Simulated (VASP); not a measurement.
# Cs (I4_1/amd) in VASP: further runs

The runs below take Cs through single point, with PBE, LDA.

Program: VASP 6.6.1. These are calculated values, not measurements. Logs are shortened: lines on timing, memory, paths and dates and some standing lists are left out, and cuts for length are marked.

**1. The cell of the first run**

Symmetry: I4_1/amd, No. 141, tetragonal system. Conventional cell: a = 5.108 Å, b = 5.108 Å, c = 19.192 Å, α = 90.00°, β = 90.00°, γ = 90.00°.

**2. Single point, PBE**

Contents of INCAR:

```
SYSTEM = Cs
ALGO = Normal
EDIFF = 1E-7
ENCUT = 520
GGA = PE
ISIF = 2
ISMEAR = 0
LASPH = .True.
LCHARG = .True.
LELF = .True.
LREAL = .False.
LVHAR = .True.
LWAVE = .False.
NBANDS = 16
NELM = 60
PREC = Accurate
SIGMA = 0.1
```

Contents of KPOINTS:

```
k-points
0
Gamma
  4 4 4
  0 0 0
```

Contents of POSCAR:

```
Cs
1.0
   -2.5538463026      2.5538463026      9.5960667852
    2.5538463026     -2.5538463026      9.5960667852
    2.5538463026      2.5538463026     -9.5960667852
Cs
2
Direct
    0.2500000000      0.7500000000      0.5000000000
    0.5000000000      0.5000000000      0.0000000000
```

Potentials or basis: VASP PAW PBE potentials, release 64 (Cs_sv).

Run with:

```console
cat potpaw_PBE.64/Cs_sv/POTCAR > POTCAR
mpirun -np 1 vasp_std > vasp.out
```

OUTCAR:

```text
SYSTEM = Cs
   EDIFF = 1E-7
   ENCUT = 520
   GGA = PE
   ISIF = 2
   ISMEAR = 0
   LASPH = .True.
   LREAL = .False.
   NELM = 60
   PREC = Accurate

 ion  position               nearest neighbor table
   1  0.250  0.750  0.500-
   2  0.500  0.500  0.000-

  LATTYP: Found a body centered tetragonal cell.
 ALAT       =     5.1076926052
 C/A-ratio  =     3.7574958115

  Lattice vectors:

 A1 = (  -2.5538463026,   2.5538463026,   9.5960667852)
 A2 = (   2.5538463026,  -2.5538463026,   9.5960667852)
 A3 = (   2.5538463026,   2.5538463026,  -9.5960667852)

Analysis of symmetry for initial positions (statically):
=====================================================================
 Subroutine PRICEL returns:
 Original cell was already a primitive cell.

 Routine SETGRP: Setting up the symmetry group for a
 body centered tetragonal supercell.

 Subroutine GETGRP returns: Found 16 space group operations
 (whereof  8 operations were pure point group operations)
 out of a pool of 16 trial point group operations.

The static configuration has the point symmetry D_2d.
 The point group associated with its full space group is D_4h.

Analysis of symmetry for dynamics (positions and initial velocities):
=====================================================================
 Subroutine PRICEL returns:
 Original cell was already a primitive cell.

 Routine SETGRP: Setting up the symmetry group for a
 body centered tetragonal supercell.

 Subroutine GETGRP returns: Found 16 space group operations
 (whereof  8 operations were pure point group operations)
 out of a pool of 16 trial point group operations.

The dynamic configuration has the point symmetry D_2d.
 The point group associated with its full space group is D_4h.

 Subroutine INISYM returns: Found 16 space group operations
 (whereof  8 operations are pure point group operations),
 and found     1 'primitive' translations

----------------------------------------------------------------------------------------

                                     Primitive cell

  volume of cell :     250.3472

  direct lattice vectors                    reciprocal lattice vectors
    -2.553846303  2.553846303  9.596066785     0.000000000  0.195783121  0.052104681
     2.553846303 -2.553846303  9.596066785     0.195783121  0.000000000  0.052104681
     2.553846303  2.553846303 -9.596066785     0.195783121  0.195783121  0.000000000

  length of vectors
    10.253231667 10.253231667 10.253231667     0.202597947  0.202597947  0.276879145

  position of ions in fractional coordinates (direct lattice)
     0.250000000  0.750000000  0.500000000
     0.500000000  0.500000000  0.000000000

  ion indices of the primitive-cell ions
   primitive index   ion index
                 1           1
                 2           2

----------------------------------------------------------------------------------------

 KPOINTS: k-points

Automatic generation of k-mesh.
 Grid dimensions read from file:
 generate k-points for:    4    4    4

 Generating k-lattice:

  Cartesian coordinates                     Fractional coordinates (reciprocal lattice)
     0.000000000  0.048945780  0.013026170     0.250000000  0.000000000  0.000000000
     0.048945780  0.000000000  0.013026170     0.000000000  0.250000000  0.000000000
     0.048945780  0.048945780  0.000000000     0.000000000  0.000000000  0.250000000

  Length of vectors
     0.050649487  0.050649487  0.069219786

  Shift w.r.t. Gamma in fractional coordinates (k-lattice)
     0.000000000  0.000000000  0.000000000

 Subroutine IBZKPT returns following result:
 ===========================================

 Found     13 irreducible k-points:

 Following reciprocal coordinates:
            Coordinates               Weight
  0.000000  0.000000  0.000000      1.000000
  0.250000 -0.000000  0.000000      8.000000
  0.500000 -0.000000  0.000000      4.000000
  0.250000  0.250000  0.000000      8.000000
  0.500000  0.250000  0.000000     16.000000
 -0.250000  0.250000  0.000000      4.000000
  0.500000  0.500000  0.000000      2.000000
  0.250000  0.250000  0.250000      2.000000
 -0.250000  0.250000  0.250000      4.000000
  0.500000  0.500000  0.250000      4.000000
 -0.250000  0.500000  0.250000      8.000000
 -0.250000 -0.250000  0.250000      2.000000
  0.500000  0.500000  0.500000      1.000000
   k-points           NKPTS =     13   k-points in BZ     NKDIM =     13   number of bands    NBANDS=     16
   number of dos      NEDOS =    301   number of ions     NIONS =      2
   total plane-waves  NPLWV = 512000
   dimension x,y,z NGX =    80 NGY =   80 NGZ =   80
   dimension x,y,z NGXF=   160 NGYF=  160 NGZF=  160
   ions per type =               2
   NGX,Y,Z   is equivalent  to a cutoff of  12.97, 12.97, 12.97 a.u.
   NGXF,Y,Z  is equivalent  to a cutoff of  25.94, 25.94, 25.94 a.u.
 SYSTEM =  Cs
   PREC   = accura    normal or accurate (medium, high low for compatibility)
   ISTART =      0    job   : 0-new  1-cont  2-samecut
   ICHARG =      2    charge: 1-file 2-atom 10-const
   ISPIN  =      1    spin polarized calculation?
   LNONCOLLINEAR =      F non collinear calculations
   LSORBIT =      F    spin-orbit coupling
   LASPH  =      T    aspherical Exc in radial PAW
   ENCUT  =  520.0 eV  38.22 Ry    6.18 a.u.  19.06 19.06 19.06*2*pi/ulx,y,z
   NELM   =     60;   NELMIN=  2; NELMDL= -5     # of ELM steps
   EDIFF  = 0.1E-06   stopping-criterion for ELM
   LREAL  =      F    real-space projection
   EDIFFG = 0.1E-05   stopping-criterion for IOM
   NSW    =      0    number of steps for IOM
   IBRION =     -1    ionic relax: 0-MD 1-quasi-New 2-CG
   NFREE  =      0    steps in history (QN), initial steepest desc. (CG)
   ISIF   =      2    stress and relaxation
   ISYM   =      2    0-nonsym 1-usesym 2-fastsym
   POTIM  = 0.5000    time-step for ionic-motion
   TEBEG  =    0.0;   TEEND  =   0.0 temperature during run
   PSTRESS=    0.0 pullay stress
   NELECT =      18.0000    total number of electrons
   NUPDOWN=      -1.0000    fix difference up-down
   EMIN   =  10.00;   EMAX   =-10.00  energy-range for DOS
   EFERMI =   0.00;   METHOD = LEGACY
   ISMEAR =     0;   SIGMA  =   0.10  broadening in eV -4-tet -1-fermi 0-gaus
   EFERMI_NEDOS =   21; number of points for ismear=-14 and -15
   IALGO  =     38    algorithm
   IMIX   =      4    mixing-type and parameters
     AMIX     =   0.40;   BMIX     =  1.00
     AMIX_MAG =   1.60;   BMIX_MAG =  1.00
  volume/ion in A,a.u.               =     125.17       844.71
  Fermi-wavevector in a.u.,A,eV,Ry     =   0.680745  1.286422  6.305135  0.463414
  Thomas-Fermi vector in A             =   1.759326
   LORBIT       =      0    0 simple, 1 ext, 2 COOP (PROOUT), +10 PAW based schemes
   GGA     = PE    functional components
   LHFCALC =     F    Hartree Fock is set to
   AEXX    =    0.0000 exact exchange contribution
   IVDW    =     0    specifies the selected vdW correction
   LEPSILON=     F    determine dielectric tensor
   LRPA    =     F    only Hartree local field effects (RPA)
 non-spin polarized calculation
 Gauss-broadening in eV      SIGMA  =   0.10
  energy-cutoff  :      520.00
  volume of cell :      250.35
 maximum number of plane-waves:      6816
 NGX is ok and might be reduce to    80
   NGX = 39   NGY = 39   NGZ = 39

 number of electron      18.0000001 magnetization

 Free energy of the ion-electron system (eV)
  ---------------------------------------------------
  ext. energy  EPLUGINS =         0.00000000
  ---------------------------------------------------
  free energy    TOTEN  =        -1.60141327 eV

  energy without entropy =       -1.59072260  energy(sigma->0) =       -1.59606794

 E-fermi :   0.4095     XC(G=0):  -5.1872

 val. band max:        0.1731561913   @ k =  -0.2500   0.2500   0.2500
 cond. band min:       0.4337642970   @ k =   0.2500  -0.0000   0.0000
 fundamental gap:      0.2606081057
 Fermi energy:         0.4095259581

 k-point     1 :       0.0000    0.0000    0.0000
  band No.  band energies     occupation
      1     -23.7095      2.00000
      2     -23.7053      2.00000
      3     -10.5692      2.00000
      4     -10.4564      2.00000
      5     -10.4537      2.00000
      6     -10.4537      2.00000
[... 8 lines left out ...]
     15       3.4421      0.00000
     16       3.4421      0.00000

 k-point     2 :       0.2500   -0.0000    0.0000
  band No.  band energies     occupation
      1     -23.7066      2.00000
      2     -23.7032      2.00000
      3     -10.5534      2.00000
      4     -10.5237      2.00000
      5     -10.5129      2.00000
      6     -10.4595      2.00000
[... 8 lines left out ...]
     15       2.7036      0.00000
     16       3.3473      0.00000

 k-point     3 :       0.5000   -0.0000    0.0000
  band No.  band energies     occupation
      1     -23.7034      2.00000
      2     -23.7013      2.00000
      3     -10.5918      2.00000
      4     -10.5853      2.00000
      5     -10.5205      2.00000
      6     -10.4692      2.00000
[... 8 lines left out ...]
     15       2.7408      0.00000
     16       3.1115      0.00000

 k-point     4 :       0.2500    0.2500    0.0000
  band No.  band energies     occupation
      1     -23.7034      2.00000
      2     -23.7013      2.00000
      3     -10.5364      2.00000
      4     -10.5223      2.00000
      5     -10.5160      2.00000
      6     -10.5082      2.00000
[... 8 lines left out ...]
     15       2.4464      0.00000
     16       2.7743      0.00000

 k-point     5 :       0.5000    0.2500    0.0000
  band No.  band energies     occupation
      1     -23.7006      2.00000
      2     -23.6991      2.00000
      3     -10.5831      2.00000
      4     -10.5770      2.00000
      5     -10.5160      2.00000
      6     -10.5113      2.00000
[... 8 lines left out ...]
     15       2.5589      0.00000
     16       2.7543      0.00000

 k-point     6 :      -0.2500    0.2500    0.0000
  band No.  band energies     occupation
      1     -23.7039      2.00000
      2     -23.7009      2.00000
      3     -10.5449      2.00000
      4     -10.5163      2.00000
      5     -10.5139      2.00000
      6     -10.5135      2.00000
[... 8 lines left out ...]
     15       2.1948      0.00000
     16       2.8613      0.00000

 k-point     7 :       0.5000    0.5000    0.0000
  band No.  band energies     occupation
      1     -23.6974      2.00000
      2     -23.6974      2.00000
      3     -10.5741      2.00000
      4     -10.5741      2.00000
      5     -10.5685      2.00000
      6     -10.5685      2.00000
[... 8 lines left out ...]
     15       2.5579      0.00000
     16       2.5579      0.00000

 k-point     8 :       0.2500    0.2500    0.2500
  band No.  band energies     occupation
      1     -23.6974      2.00000
      2     -23.6974      2.00000
      3     -10.5742      2.00000
      4     -10.5742      2.00000
      5     -10.5685      2.00000
      6     -10.5685      2.00000
[... 8 lines left out ...]
     15       2.3194      0.00000
     16       2.3194      0.00000

 k-point     9 :      -0.2500    0.2500    0.2500
  band No.  band energies     occupation
      1     -23.7034      2.00000
      2     -23.7013      2.00000
      3     -10.5936      2.00000
      4     -10.5832      2.00000
      5     -10.5211      2.00000
      6     -10.4690      2.00000
[... 8 lines left out ...]
     15       2.6906      0.00000
     16       3.0903      0.00000

 k-point    10 :       0.5000    0.5000    0.2500
  band No.  band energies     occupation
      1     -23.7024      2.00000
      2     -23.7024      2.00000
      3     -10.5269      2.00000
      4     -10.5269      2.00000
      5     -10.5097      2.00000
      6     -10.5097      2.00000
[... 8 lines left out ...]
     15       2.7064      0.00000
     16       2.7064      0.00000

 k-point    11 :      -0.2500    0.5000    0.2500
  band No.  band energies     occupation
      1     -23.7056      2.00000
      2     -23.7041      2.00000
      3     -10.5358      2.00000
      4     -10.5258      2.00000
      5     -10.5066      2.00000
      6     -10.4821      2.00000
[... 8 lines left out ...]
     15       2.5843      0.00000
     16       3.2361      0.00000

 k-point    12 :      -0.2500   -0.2500    0.2500
  band No.  band energies     occupation
      1     -23.7089      2.00000
      2     -23.7059      2.00000
      3     -10.5530      2.00000
      4     -10.4733      2.00000
      5     -10.4573      2.00000
      6     -10.4573      2.00000
[... 8 lines left out ...]
     15       3.1593      0.00000
     16       3.1593      0.00000

 k-point    13 :       0.5000    0.5000    0.5000
  band No.  band energies     occupation
      1     -23.7074      2.00000
      2     -23.7074      2.00000
      3     -10.5135      2.00000
      4     -10.5135      2.00000
      5     -10.4594      2.00000
      6     -10.4594      2.00000
[... 8 lines left out ...]
     15       3.0427      0.00000
     16       3.0427      0.00000

------------------------ aborting loop because EDIFF is reached ----------------------------------------

  FORCE on cell =-STRESS in cart. coord.  units (eV):
  Direction    XX          YY          ZZ          XY          YZ          ZX
  --------------------------------------------------------------------------------------
  -------------------------------------------------------------------------------------
  Total       -0.0511495     -0.0511495     -0.0691017      0.0000000      0.0000000     -0.0000000
  in kB       -0.3273477     -0.3273477     -0.4422385      0.0000000      0.0000000     -0.0000000
  external PRESSURE =      -0.3656446 kB  Pullay stress =       0.0000000 kB

 VOLUME and BASIS-vectors are now :
 -----------------------------------------------------------------------------
  energy-cutoff  :      520.00
  volume of cell :      250.35
      direct lattice vectors                 reciprocal lattice vectors
    -2.553846303  2.553846303  9.596066785     0.000000000  0.195783121  0.052104681
     2.553846303 -2.553846303  9.596066785     0.195783121  0.000000000  0.052104681
     2.553846303  2.553846303 -9.596066785     0.195783121  0.195783121  0.000000000

 POSITION                                       TOTAL-FORCE (eV/Angst)
 -----------------------------------------------------------------------------------
      2.55385      0.00000      4.79803         0.000000      0.000000     -0.000000
      0.00000      0.00000      9.59607        -0.000000     -0.000000      0.000000
 -----------------------------------------------------------------------------------
    total drift:                                0.000000     -0.000000      0.000000

  FREE ENERGIE OF THE ION-ELECTRON SYSTEM (eV)
  ---------------------------------------------------
  free  energy   TOTEN  =        -1.6014132742 eV

  energy  without entropy=       -1.5907226028  energy(sigma->0) =       -1.59606794
```

It took 4.6 min on 1 thread of AMD EPYC 7R13 (Zen 3), shared host; peak memory 0.8 GiB.

Results:

- Free energy: -1.6014 eV
- Pressure: 0.0 GPa
- Band gap on the k mesh: zero (band 9 reaches 0.83 eV, above the bottom of band 10 at -0.80 eV)

Levels at points of the mesh, in eV from the Fermi level:
```
           k point  band 6  band 7  band 8  band 9  band 10  band 11  band 12  band 13
(0.00, 0.00, 0.00)  -10.86  -10.86  -10.86   -1.73    -0.25     0.40     1.42     1.43
(0.50, 0.00, 0.00)  -10.88  -10.85  -10.84   -0.24     0.21     0.28     0.90     1.16
(0.50, 0.50, 0.00)  -10.98  -10.89  -10.89    0.42     0.42     1.12     1.12     1.54
(0.50, 0.50, 0.50)  -10.87  -10.85  -10.85   -1.21    -1.21     1.10     1.10     1.64
```

Caveat: the k points lie up to 0.43 Å⁻¹ apart; spin-orbit coupling is left out, which moves the levels of the heavy elements.

[end of part 1 of 2]
